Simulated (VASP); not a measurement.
# H18CO10 in VASP: notebook, part 3 of 4

VASP 6.6.1. The steps go on from the part before.

## (5) Single point, PBE+D3(BJ)

This run uses another cell than the first one, of 9.64 Å³/atom.

File INCAR:

```
  PREC = Accurate
  ENCUT = 520
  EDIFF = 1E-6
  ISMEAR = -1
  SIGMA = 0.05
  LREAL = Auto
  LASPH = True
  NELM = 60
  ALGO = Normal
  ISIF = 2
  LWAVE = False
  LCHARG = False
  GGA = PE
  IVDW = 12
  NBANDS = 61
```

File KPOINTS:

```
regular mesh
0
Gamma
  1 1 1
```

File POSCAR:

```
H18CO10
1.0
    6.4925300000      0.0000000000      0.0000000000
    0.0000000000      6.4647470000      0.0000000000
    0.0000000000      0.0000000000      6.6583950000
O H C
10 18 1
Direct
    0.2682775436      1.0058552949      0.1355581938
    0.9889365163      0.6094592720      0.6994178026
    0.8476818744      0.7705483293      0.3680466539
    0.5716261611      0.7824126760      0.9592101400
    0.0613782301      0.1232994888      0.5473391110
    0.7209824213      0.0904598432      0.7707863532
    0.2829251463      0.3773697563      0.8373038848
    0.7989797506      0.1684056623      0.1852999109
    0.1804535366      0.4837776328      0.1995826322
    0.4945375686      0.4558879102      0.3602820199
    0.1620169641      0.9337101668      0.0700168734
    0.3866751482      0.9133536084      0.0983720551
    0.9206118416      0.6804287933      0.5864626535
    0.8618982123      0.5755832363      0.7764033224
    0.7997498664      0.9110952060      0.3073413338
    0.7628459168      0.6800266120      0.2915717677
    0.6418761253      0.8727797082      0.8566028300
    0.5338904865      0.6443716978      0.9113157150
    0.0493798257      0.2256391472      0.4419383350
    0.1219863443      0.0050582026      0.4724411814
    0.8460184243      0.0689122096      0.6814404973
    0.6116259763      0.1379017617      0.6745619628
    0.1780199706      0.4517887552      0.7435725877
    0.2590977631      0.2304343851      0.8150612873
    0.6918874460      0.2650065037      0.2465308832
    0.7751061605      0.1761708540      0.0343776541
    0.2229177224      0.4222903077      0.0631683762
    0.2288938211      0.5574850802      0.4796200886
    0.3105723039      0.5001433157      0.3500092740
```

Potentials or basis: VASP PAW PBE potentials, release 64 (O, H, C).

Run with:

```bash
$ cat potpaw_PBE.64/O/POTCAR potpaw_PBE.64/H/POTCAR potpaw_PBE.64/C/POTCAR > POTCAR
$ mpirun -np 1 vasp_gam > vasp.out
```

OUTCAR:

```text
PREC = Accurate
   ENCUT = 520
   EDIFF = 1E-6
   ISMEAR = -1
   LREAL = Auto
   LASPH = True
   NELM = 60
   ISIF = 2
   GGA = PE
   IVDW = 12
 IVDW          = 12

 ion  position               nearest neighbor table
   1  0.268  0.006  0.136-  11 0.94  12 1.00
   2  0.989  0.609  0.699-  13 0.99  14 1.00
   3  0.848  0.771  0.368-  16 0.95  15 1.04
   4  0.572  0.782  0.959-  18 0.98  17 1.01
   5  0.061  0.123  0.547-  19 0.97  20 0.99
   6  0.721  0.090  0.771-  22 1.00  21 1.02
   7  0.283  0.377  0.837-  24 0.97  23 1.04
   8  0.799  0.168  0.185-  26 1.02  25 1.02
   9  0.180  0.484  0.200-  27 1.03  29 1.31
  10  0.495  0.456  0.360-  29 1.23
  11  0.162  0.934  0.070-   1 0.94
  12  0.387  0.913  0.098-   1 1.00
  13  0.921  0.680  0.586-   2 0.99
  14  0.862  0.576  0.776-   2 1.00
  15  0.800  0.911  0.307-   3 1.04
[... 11 lines left out ...]
  27  0.223  0.422  0.063-   9 1.03
  28  0.229  0.557  0.480-  29 1.08
  29  0.311  0.500  0.350-  28 1.08  10 1.23   9 1.31

  LATTYP: Found a simple orthorhombic cell.
 ALAT       =     6.4647470000
 B/A-ratio  =     1.0042976160
 C/A-ratio  =     1.0299544592

  Lattice vectors:

 A1 = (   0.0000000000,  -6.4647470000,   0.0000000000)
 A2 = (   6.4925300000,   0.0000000000,   0.0000000000)
 A3 = (   0.0000000000,   0.0000000000,   6.6583950000)

Analysis of symmetry for initial positions (statically):
=====================================================================
 Subroutine PRICEL returns:
 Original cell was already a primitive cell.

 Routine SETGRP: Setting up the symmetry group for a
 simple orthorhombic supercell.

[... 164 lines left out ...]
   EFERMI_NEDOS =   21; number of points for ismear=-14 and -15
   IALGO  =     38    algorithm
   IMIX   =      4    mixing-type and parameters
     AMIX     =   0.40;   BMIX     =  1.00
     AMIX_MAG =   1.60;   BMIX_MAG =  1.00
  volume/ion in A,a.u.               =       9.64        65.03
  Fermi-wavevector in a.u.,A,eV,Ry     =   1.087847  2.055732 16.101281  1.183411
  Thomas-Fermi vector in A             =   2.224015
   LORBIT       =      0    0 simple, 1 ext, 2 COOP (PROOUT), +10 PAW based schemes
   GGA     = PE    functional components
   LHFCALC =     F    Hartree Fock is set to
   AEXX    =    0.0000 exact exchange contribution
   IVDW    =    12    specifies the selected vdW correction
   LEPSILON=     F    determine dielectric tensor
   LRPA    =     F    only Hartree local field effects (RPA)
 non-spin polarized calculation
  energy-cutoff  :      520.00
  volume of cell :      279.47
 maximum number of plane-waves:      3743
   NGX = 25   NGY = 25   NGZ = 25

 number of electron      81.9999995 magnetization

 Free energy of the ion-electron system (eV)
  ---------------------------------------------------
  ext. energy  EPLUGINS =         0.00000000
  ---------------------------------------------------
  free energy    TOTEN  =      -146.46685308 eV

  energy without entropy =     -146.46685308  energy(sigma->0) =     -146.46685308

 E-fermi :  -1.6941     XC(G=0):  -7.2113

 val. band max:       -3.0078239977   @ k =   0.0000   0.0000   0.0000
 cond. band min:       1.5778073587   @ k =   0.0000   0.0000   0.0000
 fundamental gap:      4.5856313565
 Fermi energy:        -1.6941081545

 k-point     1 :       0.0000    0.0000    0.0000
  band No.  band energies     occupation
      1     -23.7833      2.00000
      2     -22.3685      2.00000
      3     -22.0467      2.00000
      4     -21.9525      2.00000
      5     -21.8534      2.00000
      6     -21.4725      2.00000
[... 45 lines left out ...]
     52       6.9859      0.00000
     53       7.1303      0.00000
 [bands above 53 left out]

------------------------ aborting loop because EDIFF is reached ----------------------------------------

 Edisp (eV)   -1.13266

 E8    (eV) :    -0.2396

  FORCE on cell =-STRESS in cart. coord.  units (eV):
  Direction    XX          YY          ZZ          XY          YZ          ZX
  --------------------------------------------------------------------------------------
  -------------------------------------------------------------------------------------
  Total      -1.28196    -1.19540    -2.35395     3.07788     1.36193    -0.85701
  in kB      -7.34938    -6.85313   -13.49500    17.64523     7.80786    -4.91319
  external pressure =       -9.23 kB  Pullay stress =        0.00 kB

 VOLUME and BASIS-vectors are now :
 -----------------------------------------------------------------------------
  energy-cutoff  :      520.00
  volume of cell :      279.47
      direct lattice vectors                 reciprocal lattice vectors
     6.492530000  0.000000000  0.000000000     0.154023162  0.000000000  0.000000000
     0.000000000  6.464747000  0.000000000     0.000000000  0.154685094  0.000000000
     0.000000000  0.000000000  6.658395000     0.000000000  0.000000000  0.150186344

 POSITION                                       TOTAL-FORCE (eV/Angst)
 -----------------------------------------------------------------------------------
      1.74180      0.03785      0.90260         1.728781      0.158542      0.601896
      6.42070      3.94000      4.65700        -1.428502     -0.159717      1.043027
      5.50360      4.98140      2.45060        -0.366070      2.631338     -0.396455
      3.71130      5.05810      6.38680         0.102001     -0.731717      0.292349
      0.39850      0.79710      3.64440         0.639225     -1.064733     -0.042036
      4.68100      0.58480      5.13220        -0.374662      0.223126     -1.516899
[... 21 lines left out ...]
      1.48610      3.60400      3.19350        -0.305458      0.428222      0.701502
      2.01640      3.23330      2.33050         0.179349     -0.420413     -0.760741
 -----------------------------------------------------------------------------------
    total drift:                               -0.007597      0.008297     -0.003286

  FREE ENERGIE OF THE ION-ELECTRON SYSTEM (eV)
  ---------------------------------------------------
  free  energy   TOTEN  =      -147.5995107493 eV

  energy  without entropy=     -147.5995107493  energy(sigma->0) =     -147.59951075
```

OSZICAR:

```text
N       E                     dE             d eps       ncg     rms          rms(c)
DAV:   1     0.631665248103E+03    0.63167E+03   -0.46589E+04   130   0.125E+03
DAV:   2    -0.101625123165E+03   -0.73329E+03   -0.70017E+03   156   0.307E+02
DAV:   3    -0.159364183848E+03   -0.57739E+02   -0.57270E+02   148   0.920E+01
DAV:   4    -0.160197220900E+03   -0.83304E+00   -0.83149E+00   156   0.123E+01
DAV:   5    -0.160209821035E+03   -0.12600E-01   -0.12594E-01   156   0.145E+00    0.231E+01
DAV:   6    -0.146949454238E+03    0.13260E+02   -0.41436E+01   140   0.264E+01    0.904E+00
DAV:   7    -0.146643538397E+03    0.30592E+00   -0.19265E+00   148   0.541E+00    0.563E+00
DAV:   8    -0.146469448389E+03    0.17409E+00   -0.54500E-01   148   0.383E+00    0.809E-01
DAV:   9    -0.146462087500E+03    0.73609E-02   -0.63880E-02   156   0.127E+00    0.414E-01
DAV:  10    -0.146466010556E+03   -0.39231E-02   -0.25650E-02   140   0.796E-01    0.202E-01
DAV:  11    -0.146466482005E+03   -0.47145E-03   -0.28841E-03   140   0.285E-01    0.101E-01
DAV:  12    -0.146466801271E+03   -0.31927E-03   -0.11667E-03   132   0.196E-01    0.367E-02
DAV:  13    -0.146466849391E+03   -0.48119E-04   -0.21554E-04   148   0.902E-02    0.149E-02
DAV:  14    -0.146466852222E+03   -0.28317E-05   -0.31999E-05   132   0.288E-02    0.948E-03
DAV:  15    -0.146466853076E+03   -0.85348E-06   -0.60974E-06   148   0.136E-02
   1 F= -.14759951E+03 E0= -.14759951E+03  d E =-.125912E-10
```

stdout:

```text
POSCAR found type information on POSCAR O H C
 POSCAR found :  3 types and      29 ions
 scaLAPACK will be used
 LDA part: xc-table for (Slater+PW92), standard interpolation
 POSCAR, INCAR and KPOINTS ok, starting setup
 FFT: planning ... GRIDC
 FFT: planning ... GRID_SOFT
 FFT: planning ... GRID
 WAVECAR not read
 entering main loop
```

It took 75 s on 1 thread of Intel Xeon 8259CL, shared host; peak memory 0.31 GiB.

What came out:

| Property | Result |
| --- | --- |
| Free energy | -147.5995 eV |
| Pressure | -0.9 GPa |
| Largest force | 2.686 eV/Å |
| Dispersion energy per atom | -0.039 eV |

Forces on the atoms (eV/Å):
```
O    1.729  0.159  0.602
O   -1.429 -0.160  1.043
O   -0.366  2.631 -0.396
O    0.102 -0.732  0.292
O    0.639 -1.065 -0.042
O   -0.375  0.223 -1.517
O   -0.634  0.794 -0.619
O   -1.203  0.931 -0.529
O   -0.232  0.057  0.225
O    0.377 -0.220 -0.350
H   -1.733 -0.749 -0.605
H   -0.095  0.576  0.040
H    0.244  0.358 -1.079
H    1.043 -0.102  0.094
H    0.897 -1.098  0.697
H   -0.662 -1.160 -0.520
H   -0.367 -0.225  0.234
H   -0.014  0.384 -0.216
H   -0.298  0.282 -0.420
H   -0.309  0.520  0.208
H   -0.285  0.485  0.252
H    0.887 -0.194  0.943
H    0.758 -0.570  1.202
H   -0.039 -0.097 -0.002
H    0.808 -0.825 -0.811
H    0.044 -0.176  1.462
H    0.638 -0.035 -0.129
H   -0.305  0.428  0.702
C    0.179 -0.420 -0.761
```

Stress tensor (GPa, compression positive):
```
-0.73  1.76 -0.49
 1.76 -0.69  0.78
-0.49  0.78 -1.35
```

Caveat: the k points lie up to 0.97 Å⁻¹ apart; the atoms stand as in a frame of molecular dynamics.

[end of part 3 of 4]
